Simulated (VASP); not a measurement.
# PbS (P6_3mc) in VASP: single point with PBE

Aim: the single point of PbS with PBE.

Program: VASP 6.6.1. These are calculated values, not measurements. Logs are shortened: lines on timing, memory, paths and dates and some standing lists are left out, and cuts for length are marked.

## Step 1: The cell of the first run

Symmetry: P6_3mc, No. 186, hexagonal system. Conventional cell: a = 4.086 Å, b = 4.086 Å, c = 7.469 Å, α = 90.00°, β = 90.00°, γ = 120.00°. Within 3.8 Å of Pb (site symmetry 3m) lie 6 S at 2.85 to 3.19 Å and 2 Pb at 3.73 Å. S (site symmetry 3m) has 6 Pb at 2.85 to 3.19 Å within 3.8 Å.

## Step 2: Single point, PBE

INCAR

```
PREC = Accurate
ENCUT = 520
EDIFF = 1E-6
ISMEAR = 0
SIGMA = 0.01
LREAL = False
LASPH = True
NELM = 100
ALGO = Normal
ISIF = 2
LWAVE = False
LCHARG = True
GGA = PE
LELF = True
LVHAR = True
NBANDS = 28
```

KPOINTS

```
Automatic mesh
0
Gamma
  12 12 4
```

POSCAR

```
PbS
1.0
    2.0429167946     -3.5384929420      0.0000000000
    2.0429167946      3.5384929420      0.0000000000
    0.0000000000      0.0000000000      7.4692078618
Pb S
2 2
Direct
   -0.0000017245      1.0000017245      0.4829158820
    1.0000017245     -0.0000017245      0.9829158820
    0.6666675235      0.3333324765      0.6962841180
    0.3333324765      0.6666675235      0.1962841180
```

Potentials or basis: VASP PAW PBE potentials, release 64 (Pb_d, S).

Started as:

```sh
> cat potpaw_PBE.64/Pb_d/POTCAR potpaw_PBE.64/S/POTCAR > POTCAR
> mpirun -np 1 vasp_std > vasp.out
```

OUTCAR:

```text
PREC = Accurate
   ENCUT = 520
   EDIFF = 1E-6
   ISMEAR = 0
   LREAL = False
   LASPH = True
   NELM = 100
   ISIF = 2
   GGA = PE

 ion  position               nearest neighbor table
   1  1.000  0.000  0.483-   3 2.85   3 2.85   3 2.85   4 3.19   4 3.19   4 3.19   2 3.73   2 3.73

   2  0.000  1.000  0.983-   4 2.85   4 2.85   4 2.85   3 3.19   3 3.19   3 3.19   1 3.73   1 3.73

   3  0.667  0.333  0.696-   1 2.85   1 2.85   1 2.85   2 3.19   2 3.19   2 3.19
   4  0.333  0.667  0.196-   2 2.85   2 2.85   2 2.85   1 3.19   1 3.19   1 3.19

  LATTYP: Found a base centered orthorhombic cell.
 ALAT       =     4.0858335892
 B/A-ratio  =     1.7320788352
 C/A-ratio  =     1.8280744183

  Lattice vectors:

 A1 = (   2.0429167946,  -3.5384929420,   0.0000000000)
 A2 = (   2.0429167946,   3.5384929420,   0.0000000000)
 A3 = (   0.0000000000,   0.0000000000,   7.4692078618)

Analysis of symmetry for initial positions (statically):
=====================================================================
 Subroutine PRICEL returns:
 Original cell was already a primitive cell.

 Routine SETGRP: Setting up the symmetry group for a
 base centered orthorhombic supercell.

 Subroutine GETGRP returns: Found  4 space group operations
 (whereof  2 operations were pure point group operations)
 out of a pool of  8 trial point group operations.

The static configuration has the point symmetry C_1h.
 The point group associated with its full space group is C_2v.

Analysis of symmetry for dynamics (positions and initial velocities):
=====================================================================
 Subroutine PRICEL returns:
 Original cell was already a primitive cell.

 Routine SETGRP: Setting up the symmetry group for a
 base centered orthorhombic supercell.

 Subroutine GETGRP returns: Found  4 space group operations
 (whereof  2 operations were pure point group operations)
 out of a pool of  8 trial point group operations.

The dynamic configuration has the point symmetry C_1h.
 The point group associated with its full space group is C_2v.

 Subroutine INISYM returns: Found  4 space group operations
 (whereof  2 operations are pure point group operations),
 and found     1 'primitive' translations

----------------------------------------------------------------------------------------

                                     Primitive cell

  volume of cell :     107.9875

  direct lattice vectors                    reciprocal lattice vectors
     2.042916795 -3.538492942  0.000000000     0.244748098 -0.141303094  0.000000000
     2.042916795  3.538492942  0.000000000     0.244748098  0.141303094  0.000000000
     0.000000000  0.000000000  7.469207862     0.000000000  0.000000000  0.133883006

  length of vectors
     4.085883176  4.085883176  7.469207862     0.282609617  0.282609617  0.133883006

  position of ions in fractional coordinates (direct lattice)
     0.999998275  0.000001725  0.482915882
     0.000001725  0.999998275  0.982915882
     0.666667524  0.333332476  0.696284118
     0.333332476  0.666667524  0.196284118

  ion indices of the primitive-cell ions
   primitive index   ion index
                 1           1
                 2           2
                 3           3
                 4           4

----------------------------------------------------------------------------------------

 KPOINTS: Automatic mesh

Automatic generation of k-mesh.
 Grid dimensions read from file:
 generate k-points for:   12   12    4

 Generating k-lattice:

  Cartesian coordinates                     Fractional coordinates (reciprocal lattice)
     0.020395675 -0.011775258  0.000000000     0.083333333  0.000000000  0.000000000
     0.020395675  0.011775258  0.000000000     0.000000000  0.083333333  0.000000000
     0.000000000  0.000000000  0.033470751     0.000000000  0.000000000  0.250000000

  Length of vectors
     0.023550801  0.023550801  0.033470751

  Shift w.r.t. Gamma in fractional coordinates (k-lattice)
     0.000000000  0.000000000  0.000000000

 Subroutine IBZKPT returns following result:
 ===========================================

 Found    129 irreducible k-points:

 Following reciprocal coordinates:
            Coordinates               Weight
  0.000000  0.000000  0.000000      1.000000
  0.083333  0.000000  0.000000      4.000000
  0.166667  0.000000  0.000000      4.000000
  0.250000  0.000000  0.000000      4.000000
  0.333333  0.000000  0.000000      4.000000
  0.416667  0.000000  0.000000      4.000000
[... 16 lines left out ...]
  0.500000  0.166667  0.000000      4.000000
 -0.416667  0.166667  0.000000      4.000000
 [... further k-points ...]
   k-points           NKPTS =    129   k-points in BZ     NKDIM =    129   number of bands    NBANDS=     28
   number of dos      NEDOS =    301   number of ions     NIONS =      4
   total plane-waves  NPLWV =  50400
   dimension x,y,z NGX =    30 NGY =   30 NGZ =   56
   dimension x,y,z NGXF=    60 NGYF=   60 NGZF=  112
   ions per type =               2   2
   NGX,Y,Z   is equivalent  to a cutoff of  12.21, 12.21, 12.46 a.u.
   NGXF,Y,Z  is equivalent  to a cutoff of  24.41, 24.41, 24.93 a.u.
 SYSTEM =  unknown system
   PREC   = accura    normal or accurate (medium, high low for compatibility)
   ISTART =      0    job   : 0-new  1-cont  2-samecut
   ICHARG =      2    charge: 1-file 2-atom 10-const
   ISPIN  =      1    spin polarized calculation?
   LNONCOLLINEAR =      F non collinear calculations
   LSORBIT =      F    spin-orbit coupling
   LASPH  =      T    aspherical Exc in radial PAW
   ENCUT  =  520.0 eV  38.22 Ry    6.18 a.u.   7.60  7.60 13.89*2*pi/ulx,y,z
   NELM   =    100;   NELMIN=  2; NELMDL= -5     # of ELM steps
   EDIFF  = 0.1E-05   stopping-criterion for ELM
   LREAL  =      F    real-space projection
[... 7 lines left out ...]
   TEBEG  =    0.0;   TEEND  =   0.0 temperature during run
   PSTRESS=    0.0 pullay stress
   NELECT =      40.0000    total number of electrons
   NUPDOWN=      -1.0000    fix difference up-down
   EMIN   =  10.00;   EMAX   =-10.00  energy-range for DOS
   EFERMI =   0.00;   METHOD = LEGACY
   ISMEAR =     0;   SIGMA  =   0.01  broadening in eV -4-tet -1-fermi 0-gaus
   EFERMI_NEDOS =   21; number of points for ismear=-14 and -15
   IALGO  =     38    algorithm
   IMIX   =      4    mixing-type and parameters
     AMIX     =   0.40;   BMIX     =  1.00
     AMIX_MAG =   1.60;   BMIX_MAG =  1.00
  volume/ion in A,a.u.               =      27.00       182.18
  Fermi-wavevector in a.u.,A,eV,Ry     =   1.175719  2.221787 18.807549  1.382316
  Thomas-Fermi vector in A             =   2.312095
   LORBIT       =      0    0 simple, 1 ext, 2 COOP (PROOUT), +10 PAW based schemes
   GGA     = PE    functional components
   LHFCALC =     F    Hartree Fock is set to
   AEXX    =    0.0000 exact exchange contribution
   IVDW    =     0    specifies the selected vdW correction
   LEPSILON=     F    determine dielectric tensor
   LRPA    =     F    only Hartree local field effects (RPA)
 non-spin polarized calculation
 Gauss-broadening in eV      SIGMA  =   0.01
  energy-cutoff  :      520.00
  volume of cell :      107.99
 maximum number of plane-waves:      2937
   NGX = 15   NGY = 15   NGZ = 27

 number of electron      40.0000003 magnetization

 Free energy of the ion-electron system (eV)
  ---------------------------------------------------
  ext. energy  EPLUGINS =         0.00000000
  ---------------------------------------------------
  free energy    TOTEN  =       -17.29316813 eV

  energy without entropy =      -17.29316813  energy(sigma->0) =      -17.29316813

 E-fermi :   5.5516     XC(G=0):  -9.4901

 val. band max:        5.4698292122   @ k =   0.3333   0.3333   0.0000
 cond. band min:       5.8617108434   @ k =   0.5000   0.0000   0.0000
 fundamental gap:      0.3918816312
 Fermi energy:         5.5515581409

 k-point     1 :       0.0000    0.0000    0.0000
  band No.  band energies     occupation
      1     -11.4846      2.00000
      2     -11.4342      2.00000
      3     -11.4342      2.00000
      4     -11.4197      2.00000
      5     -11.4197      2.00000
      6     -11.3958      2.00000
[... 20 lines left out ...]
     27      12.3144      0.00000
     28      13.1671      0.00000

 k-point     2 :       0.0833    0.0000    0.0000
  band No.  band energies     occupation
      1     -11.4826      2.00000
      2     -11.4399      2.00000
      3     -11.4305      2.00000
      4     -11.4212      2.00000
      5     -11.4156      2.00000
      6     -11.3998      2.00000
[... 20 lines left out ...]
     27      12.1592      0.00000
     28      12.2822      0.00000

 k-point     3 :       0.1667    0.0000    0.0000
  band No.  band energies     occupation
      1     -11.4780      2.00000
      2     -11.4575      2.00000
      3     -11.4262      2.00000
      4     -11.4217      2.00000
      5     -11.4073      2.00000
      6     -11.4045      2.00000
[... 20 lines left out ...]
     27      11.6041      0.00000
     28      12.3106      0.00000

 k-point     4 :       0.2500    0.0000    0.0000
  band No.  band energies     occupation
      1     -11.4895      2.00000
      2     -11.4674      2.00000
      3     -11.4341      2.00000
      4     -11.4154      2.00000
      5     -11.4126      2.00000
      6     -11.3898      2.00000
[... 20 lines left out ...]
     27      11.4907      0.00000
     28      12.7959      0.00000

 k-point     5 :       0.3333    0.0000    0.0000
  band No.  band energies     occupation
      1     -11.5172      2.00000
      2     -11.4632      2.00000
      3     -11.4429      2.00000
      4     -11.4149      2.00000
      5     -11.4149      2.00000
      6     -11.3753      2.00000
[... 20 lines left out ...]
     27      11.5797      0.00000
     28      13.4617      0.00000

 k-point     6 :       0.4167    0.0000    0.0000
  band No.  band energies     occupation
      1     -11.5379      2.00000
      2     -11.4608      2.00000
      3     -11.4498      2.00000
      4     -11.4161      2.00000
      5     -11.4149      2.00000
      6     -11.3790      2.00000
[... 463 lines left out ...]
      5     -11.4114      2.00000
      6     -11.3769      2.00000
[... 20 lines left out ...]
     27      11.3967      0.00000
     28      13.8884      0.00000

 k-point    22 :       0.4167    0.1667    0.0000
  band No.  band energies     occupation
      1     -11.5285      2.00000
      2     -11.4546      2.00000
      3     -11.4543      2.00000
      4     -11.4208      2.00000
      5     -11.4101      2.00000
      6     -11.3777      2.00000
[... 20 lines left out ...]
     27      11.4996      0.00000
     28      14.0058      0.00000

 k-point    23 :       0.5000    0.1667    0.0000
  band No.  band energies     occupation
      1     -11.5238      2.00000
      2     -11.4572      2.00000
      3     -11.4504      2.00000
      4     -11.4199      2.00000
      5     -11.4114      2.00000
      6     -11.3769      2.00000
[... 20 lines left out ...]
     27      11.3967      0.00000
     28      13.8919      0.00000

 k-point    24 :      -0.4167    0.1667    0.0000
  band No.  band energies     occupation
      1     -11.5108      2.00000
      2     -11.4614      2.00000
      3     -11.4434      2.00000
      4     -11.4178      2.00000
      5     -11.4133      2.00000
      6     -11.3812      2.00000
[... 20 lines left out ...]
     27      11.1511      0.00000
     28      13.3157      0.00000

 [... further k-points ...]
[... 5 lines left out ...]
  --------------------------------------------------------------------------------------
  -------------------------------------------------------------------------------------
  Total        1.2898272      1.2894269      1.2124794      0.0000000      0.0000000      0.0000000
  in kB       19.1367668     19.1308279     17.9891818      0.0000000      0.0000000      0.0000000
  external PRESSURE =      18.7522588 kB  Pullay stress =       0.0000000 kB

 VOLUME and BASIS-vectors are now :
 -----------------------------------------------------------------------------
  energy-cutoff  :      520.00
  volume of cell :      107.99
      direct lattice vectors                 reciprocal lattice vectors
     2.042916795 -3.538492942  0.000000000     0.244748098 -0.141303094  0.000000000
     2.042916795  3.538492942  0.000000000     0.244748098  0.141303094  0.000000000
     0.000000000  0.000000000  7.469207862     0.000000000  0.000000000  0.133883006

 POSITION                                       TOTAL-FORCE (eV/Angst)
 -----------------------------------------------------------------------------------
      2.04292     -3.53848      3.60700         0.000000     -0.000009     -0.061247
      2.04292      3.53848      7.34160         0.000000      0.000009     -0.061247
      2.04292     -1.17950      5.20069         0.000000     -0.000020      0.061247
      2.04292      1.17950      1.46609         0.000000      0.000020      0.061247
 -----------------------------------------------------------------------------------
    total drift:                               -0.000000     -0.000000     -0.004220

  FREE ENERGIE OF THE ION-ELECTRON SYSTEM (eV)
  ---------------------------------------------------
  free  energy   TOTEN  =       -17.2931681278 eV

  energy  without entropy=      -17.2931681278  energy(sigma->0) =      -17.29316813
```

Run time: 4.5 min. Hardware: 1 thread of Oxide Virtual Turin-like, shared host; peak memory 0.4 GiB.

What came out:

```
Free energy            : -17.2932 eV
Pressure               : 1.9 GPa
Largest force          : 0.061 eV/Å
Band gap on the k mesh : 0.39 eV, indirect (least direct gap 0.95 eV)
```

Forces in eV/Å, atoms in the order of the input:
```
Pb   0.000  0.000 -0.061
Pb   0.000  0.000 -0.061
S    0.000  0.000  0.061
S    0.000  0.000  0.061
```

Caveat: spin-orbit coupling is left out, which moves the levels of the heavy elements. A k mesh can miss the band edges.
